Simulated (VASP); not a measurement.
# CuI (P4/nmm) in VASP: notebook

Aim: see how the results for CuI move with the level of theory and the settings. Levels: PBEsol+U, PBE. Tasks: single point, dielectric tensor.

All numbers are computed with VASP 6.6.1; they aren't measurements. Logs are shortened: lines on timing, memory, paths and dates and some standing lists are left out, and cuts for length are marked.

## (1) The cell of the first run

It takes space group P4/nmm (No. 129, tetragonal). The conventional cell has a = 4.090 Å, b = 4.090 Å, c = 6.551 Å, α = 90.00°, β = 90.00°, γ = 90.00°. I (site symmetry 4mm) has 4 Cu at 2.65 Å within 3.5 Å. Cu (site symmetry -4m2) has 4 I at 2.65 Å and 4 Cu at 2.89 Å within 3.5 Å.

## (2) Single point, PBEsol+U

POSCAR reads:

```
CuI
1.0
    4.0901961900      0.0000000000      0.0000000000
    0.0000000000      4.0901961900      0.0000000000
    0.0000000000      0.0000000000      6.5514580400
I Cu
2 2
Direct
    0.0000000000      0.5000000000      0.7430343600
    0.5000000000      0.0000000000      0.2569656400
    0.0000000000      0.0000000000      0.0000000000
    0.5000000000      0.5000000000      0.0000000000
```

INCAR.step1 reads:

```
SYSTEM = CuI
  ALGO = Normal
  EDIFF = 1E-7
  ENCUT = 520
  GGA = PS
  ISIF = 2
  ISMEAR = -1
  LASPH = .True.
  LCHARG = .True.
  LDAU = .True.
  LDAUJ = 0 0
  LDAUL = -1 2
  LDAUPRINT = 1
  LDAUTYPE = 2
  LDAUU = 0 6
  LMAXMIX = 4
  LREAL = .False.
  LWAVE = .False.
  NBANDS = 26
  NELM = 150
  PREC = Accurate
  SIGMA = 0.05
```

KPOINTS.step1 reads:

```
k-points
0
Gamma
  7 7 4
  0 0 0
```

INCAR.step2 reads:

```
SYSTEM = CuI
  ALGO = Normal
  EDIFF = 1E-7
  ENCUT = 520
  GGA = PS
  ICHARG = 11
  ISIF = 2
  ISMEAR = -5
  LASPH = .True.
  LCHARG = .False.
  LDAU = .True.
  LDAUJ = 0 0
  LDAUL = -1 2
  LDAUPRINT = 1
  LDAUTYPE = 2
  LDAUU = 0 6
  LMAXMIX = 4
  LORBIT = 11
  LREAL = .False.
  LWAVE = .False.
  NEDOS = 1001
  NELM = 150
  PREC = Accurate
  SIGMA = 0.05
```

KPOINTS.step2 reads:

```
k-points
0
Gamma
  11 11 6
  0 0 0
```

Potentials or basis: VASP PAW PBE potentials, release 64 (I, Cu).

Run with:

```bash
cat potpaw_PBE.64/I/POTCAR potpaw_PBE.64/Cu/POTCAR > POTCAR
cp INCAR.step1 INCAR
cp KPOINTS.step1 KPOINTS
mpirun -np 1 vasp_std > vasp.out
cp INCAR.step2 INCAR
cp KPOINTS.step2 KPOINTS
mpirun -np 1 vasp_std > vasp.out
```

OUTCAR:

```text
SYSTEM = CuI
   EDIFF = 1E-7
   ENCUT = 520
   GGA = PS
   ICHARG = 11
   ISIF = 2
   ISMEAR = -5
   LASPH = .True.
   LORBIT = 11
   LREAL = .False.
   NELM = 150
   PREC = Accurate

 ion  position               nearest neighbor table
   1  0.000  0.500  0.743-   3 2.65   4 2.65   3 2.65   4 2.65
   2  0.500  0.000  0.257-   3 2.65   4 2.65   4 2.65   3 2.65
   3  0.000  0.000  0.000-   1 2.65   2 2.65   1 2.65   2 2.65
   4  0.500  0.500  0.000-   1 2.65   2 2.65   2 2.65   1 2.65

  LATTYP: Found a simple tetragonal cell.
 ALAT       =     4.0901961900
 C/A-ratio  =     1.6017466487

  Lattice vectors:

 A1 = (   4.0901961900,   0.0000000000,   0.0000000000)
 A2 = (   0.0000000000,   4.0901961900,   0.0000000000)
 A3 = (   0.0000000000,   0.0000000000,   6.5514580400)

Analysis of symmetry for initial positions (statically):
=====================================================================
 Subroutine PRICEL returns:
 Original cell was already a primitive cell.

 Routine SETGRP: Setting up the symmetry group for a
 simple tetragonal supercell.

 Subroutine GETGRP returns: Found 16 space group operations
 (whereof  8 operations were pure point group operations)
 out of a pool of 16 trial point group operations.

The static configuration has the point symmetry D_2d.
 The point group associated with its full space group is D_4h.

Analysis of symmetry for dynamics (positions and initial velocities):
=====================================================================
 Subroutine PRICEL returns:
 Original cell was already a primitive cell.

 Routine SETGRP: Setting up the symmetry group for a
 simple tetragonal supercell.

 Subroutine GETGRP returns: Found 16 space group operations
 (whereof  8 operations were pure point group operations)
 out of a pool of 16 trial point group operations.

The dynamic configuration has the point symmetry D_2d.
 The point group associated with its full space group is D_4h.

 Subroutine INISYM returns: Found 16 space group operations
 (whereof  8 operations are pure point group operations),
 and found     1 'primitive' translations

----------------------------------------------------------------------------------------

                                     Primitive cell

  volume of cell :     109.6040

  direct lattice vectors                    reciprocal lattice vectors
     4.090196190  0.000000000  0.000000000     0.244487050  0.000000000  0.000000000
     0.000000000  4.090196190  0.000000000     0.000000000  0.244487050  0.000000000
     0.000000000  0.000000000  6.551458040     0.000000000  0.000000000  0.152637778

  length of vectors
     4.090196190  4.090196190  6.551458040     0.244487050  0.244487050  0.152637778

  position of ions in fractional coordinates (direct lattice)
     0.000000000  0.500000000  0.743034360
     0.500000000  0.000000000  0.256965640
     0.000000000  0.000000000  0.000000000
     0.500000000  0.500000000  0.000000000

  ion indices of the primitive-cell ions
   primitive index   ion index
                 1           1
                 2           2
                 3           3
                 4           4

----------------------------------------------------------------------------------------

 KPOINTS: k-points
[... 109 lines left out ...]
 maximum number of plane-waves:      2972

atom =   3  type =  2  l = 2

 onsite density matrix

spin component  1

  0.9477  0.0000  0.0000 -0.0000  0.0000
  0.0000  0.9557  0.0000  0.0000 -0.0000
  0.0000  0.0000  0.9482 -0.0000  0.0000
 -0.0000  0.0000 -0.0000  0.9557  0.0000
  0.0000 -0.0000  0.0000  0.0000  0.9534

spin component  2

  0.9477  0.0000  0.0000 -0.0000  0.0000
  0.0000  0.9557  0.0000  0.0000 -0.0000
  0.0000  0.0000  0.9482 -0.0000  0.0000
 -0.0000  0.0000 -0.0000  0.9557  0.0000
  0.0000 -0.0000  0.0000  0.0000  0.9534

 occupancies and eigenvectors

  o =  0.9477  v =  1.0000  0.0000  0.0000  0.0000  0.0000  0.0000  0.0000  0.0000  0.0000  0.0000      0.0000  0.0000  0.0000  0.0000  0.0000  0.0000  0.0000  0.0000  0.0000  0.0000
  o =  0.9477  v =  0.0000  0.0000  0.0000  0.0000  0.0000  1.0000  0.0000  0.0000  0.0000  0.0000      0.0000  0.0000  0.0000  0.0000  0.0000  0.0000  0.0000  0.0000  0.0000  0.0000
  o =  0.9482  v =  0.0000 -0.0000  1.0000  0.0000  0.0000  0.0000  0.0000  0.0000  0.0000  0.0000      0.0000  0.0000  0.0000  0.0000  0.0000  0.0000  0.0000  0.0000  0.0000  0.0000
  o =  0.9482  v =  0.0000  0.0000  0.0000  0.0000  0.0000  0.0000 -0.0000  1.0000  0.0000  0.0000      0.0000  0.0000  0.0000  0.0000  0.0000  0.0000  0.0000  0.0000  0.0000  0.0000
  o =  0.9534  v =  0.0000 -0.0000 -0.0000  0.0000  1.0000  0.0000  0.0000  0.0000  0.0000  0.0000      0.0000  0.0000  0.0000  0.0000  0.0000  0.0000  0.0000  0.0000  0.0000  0.0000
  o =  0.9534  v =  0.0000  0.0000  0.0000  0.0000  0.0000  0.0000 -0.0000 -0.0000  0.0000  1.0000      0.0000  0.0000  0.0000  0.0000  0.0000  0.0000  0.0000  0.0000  0.0000  0.0000
  o =  0.9557  v =  0.0000 -0.7032  0.0000 -0.7110 -0.0000  0.0000  0.0000  0.0000  0.0000  0.0000      0.0000  0.0000  0.0000  0.0000  0.0000  0.0000  0.0000  0.0000  0.0000  0.0000
  o =  0.9557  v =  0.0000  0.0000  0.0000  0.0000  0.0000  0.0000 -0.7032  0.0000 -0.7110 -0.0000      0.0000  0.0000  0.0000  0.0000  0.0000  0.0000  0.0000  0.0000  0.0000  0.0000
  o =  0.9557  v =  0.0000  0.0000  0.0000  0.0000  0.0000  0.0000 -0.7110 -0.0000  0.7032 -0.0000      0.0000  0.0000  0.0000  0.0000  0.0000  0.0000  0.0000  0.0000  0.0000  0.0000
  o =  0.9557  v =  0.0000 -0.7110 -0.0000  0.7032 -0.0000  0.0000  0.0000  0.0000  0.0000  0.0000      0.0000  0.0000  0.0000  0.0000  0.0000  0.0000  0.0000  0.0000  0.0000  0.0000

atom =   4  type =  2  l = 2

 onsite density matrix

spin component  1

  0.9477  0.0000  0.0000 -0.0000 -0.0000
  0.0000  0.9557  0.0000  0.0000 -0.0000
  0.0000  0.0000  0.9482 -0.0000 -0.0000
 -0.0000  0.0000 -0.0000  0.9557  0.0000
 -0.0000 -0.0000 -0.0000  0.0000  0.9534

spin component  2

  0.9477  0.0000  0.0000 -0.0000 -0.0000
  0.0000  0.9557  0.0000  0.0000 -0.0000
  0.0000  0.0000  0.9482 -0.0000 -0.0000
 -0.0000  0.0000 -0.0000  0.9557  0.0000
 -0.0000 -0.0000 -0.0000  0.0000  0.9534

 occupancies and eigenvectors

  o =  0.9477  v =  1.0000  0.0000  0.0000  0.0000  0.0000  0.0000  0.0000  0.0000  0.0000  0.0000      0.0000  0.0000  0.0000  0.0000  0.0000  0.0000  0.0000  0.0000  0.0000  0.0000
  o =  0.9477  v =  0.0000  0.0000  0.0000  0.0000  0.0000  1.0000  0.0000  0.0000  0.0000  0.0000      0.0000  0.0000  0.0000  0.0000  0.0000  0.0000  0.0000  0.0000  0.0000  0.0000
  o =  0.9482  v =  0.0000  0.0000 -1.0000  0.0000 -0.0000  0.0000  0.0000  0.0000  0.0000  0.0000      0.0000  0.0000  0.0000  0.0000  0.0000  0.0000  0.0000  0.0000  0.0000  0.0000
  o =  0.9482  v =  0.0000  0.0000  0.0000  0.0000  0.0000  0.0000  0.0000 -1.0000  0.0000 -0.0000      0.0000  0.0000  0.0000  0.0000  0.0000  0.0000  0.0000  0.0000  0.0000  0.0000
  o =  0.9534  v =  0.0000 -0.0000 -0.0000  0.0000  1.0000  0.0000  0.0000  0.0000  0.0000  0.0000      0.0000  0.0000  0.0000  0.0000  0.0000  0.0000  0.0000  0.0000  0.0000  0.0000
  o =  0.9534  v =  0.0000  0.0000  0.0000  0.0000  0.0000  0.0000 -0.0000 -0.0000  0.0000  1.0000      0.0000  0.0000  0.0000  0.0000  0.0000  0.0000  0.0000  0.0000  0.0000  0.0000
  o =  0.9557  v =  0.0000  0.0000  0.0000  0.0000  0.0000  0.0000  0.3995 -0.0000 -0.9167  0.0000      0.0000  0.0000  0.0000  0.0000  0.0000  0.0000  0.0000  0.0000  0.0000  0.0000
  o =  0.9557  v =  0.0000  0.3995 -0.0000 -0.9167  0.0000  0.0000  0.0000  0.0000  0.0000  0.0000      0.0000  0.0000  0.0000  0.0000  0.0000  0.0000  0.0000  0.0000  0.0000  0.0000
  o =  0.9557  v =  0.0000  0.0000  0.0000  0.0000  0.0000  0.0000 -0.9167 -0.0000 -0.3995 -0.0000      0.0000  0.0000  0.0000  0.0000  0.0000  0.0000  0.0000  0.0000  0.0000  0.0000
  o =  0.9557  v =  0.0000 -0.9167 -0.0000 -0.3995 -0.0000  0.0000  0.0000  0.0000  0.0000  0.0000      0.0000  0.0000  0.0000  0.0000  0.0000  0.0000  0.0000  0.0000  0.0000  0.0000

 number of electron      35.9999971 magnetization

 Free energy of the ion-electron system (eV)
  ---------------------------------------------------
  ext. energy  EPLUGINS =         0.00000000
  ---------------------------------------------------
  free energy    TOTEN  =        -9.40079016 eV

  energy without entropy =       -9.40079016  energy(sigma->0) =       -9.40079016

 E-fermi :   3.6795     XC(G=0):  -9.1120

 val. band max:        3.6687682757   @ k =   0.0000   0.0000   0.0000
 cond. band min:       5.8514111408   @ k =   0.0000   0.0000   0.0000
 fundamental gap:      2.1826428651
 Fermi energy:         3.6795049593

 k-point     1 :       0.0000    0.0000    0.0000
  band No.  band energies     occupation
      1      -9.6335      2.00000
      2      -8.9870      2.00000
      3      -1.5946      2.00000
      4      -0.4508      2.00000
      5      -0.3011      2.00000
      6      -0.3011      2.00000
[... 589 lines left out ...]
     21       8.3101      0.00000
     22       9.5931      0.00000

 [... further k-points ...]

------------------------ aborting loop because EDIFF is reached ----------------------------------------

  FORCE on cell =-STRESS in cart. coord.  units (eV):
  Direction    XX          YY          ZZ          XY          YZ          ZX
  --------------------------------------------------------------------------------------
  -------------------------------------------------------------------------------------
  Total       -0.7325872     -0.7325872     -1.0658286      0.0000000      0.0000000      0.0000000
  in kB      -10.7088707    -10.7088707    -15.5801532      0.0000000      0.0000000      0.0000000
  external PRESSURE =     -12.3326315 kB  Pullay stress =       0.0000000 kB

 VOLUME and BASIS-vectors are now :
 -----------------------------------------------------------------------------
  energy-cutoff  :      520.00
  volume of cell :      109.60
      direct lattice vectors                 reciprocal lattice vectors
     4.090196190  0.000000000  0.000000000     0.244487050  0.000000000  0.000000000
     0.000000000  4.090196190  0.000000000     0.000000000  0.244487050  0.000000000
     0.000000000  0.000000000  6.551458040     0.000000000  0.000000000  0.152637778

 POSITION                                       TOTAL-FORCE (eV/Angst)
 -----------------------------------------------------------------------------------
      0.00000      2.04510      4.86796         0.000000     -0.000000      0.296796
      2.04510      0.00000      1.68350        -0.000000      0.000000     -0.296796
      0.00000      0.00000      0.00000         0.000000      0.000000      0.000000
      2.04510      2.04510      0.00000         0.000000     -0.000000      0.000000
 -----------------------------------------------------------------------------------
    total drift:                                0.000000      0.000000      0.000000

  FREE ENERGIE OF THE ION-ELECTRON SYSTEM (eV)
  ---------------------------------------------------
  free  energy   TOTEN  =        -9.4007901595 eV

  energy  without entropy=       -9.4007901595  energy(sigma->0) =       -9.40079016

 total charge

# of ion       s       p       d       tot
------------------------------------------
    1        1.503   2.747   0.039   4.290
    2        1.503   2.747   0.039   4.290
    3        0.302   0.264   9.498  10.064
    4        0.302   0.264   9.498  10.064
--------------------------------------------------
tot          3.610   6.022  19.074  28.707
```

Run time: 3.1 min. Hardware: 1 thread of Intel Xeon Platinum 8259CL at 2.50GHz (Skylake/Cascade Lake), shared host; peak memory 0.33 GiB.

What came out:

| Item | Value |
| --- | --- |
| Valence electrons inside the program's atomic spheres | I 4.29; Cu 10.06 |

Eigenvalues of the final occupation matrices:
| site | spin | trace | eigenvalues |
| --- | --- | --- | --- |
| site 3 d | 1 | 4.76 | 0.95 0.95 0.95 0.96 0.96 |
| site 3 d | 2 | 4.76 | 0.95 0.95 0.95 0.96 0.96 |
| site 4 d | 1 | 4.76 | 0.95 0.95 0.95 0.96 0.96 |
| site 4 d | 2 | 4.76 | 0.95 0.95 0.95 0.96 0.96 |

Caveat: the PAW data sets were made with another functional, which shifts forces and pressure a little; spin-orbit coupling is left out, which moves the levels of the heavy elements; this functional lacks dispersion, which binds layers or chains, so the pressure and a relaxed spacing across them are unreliable.

(Part 1 of 2 ends here.)
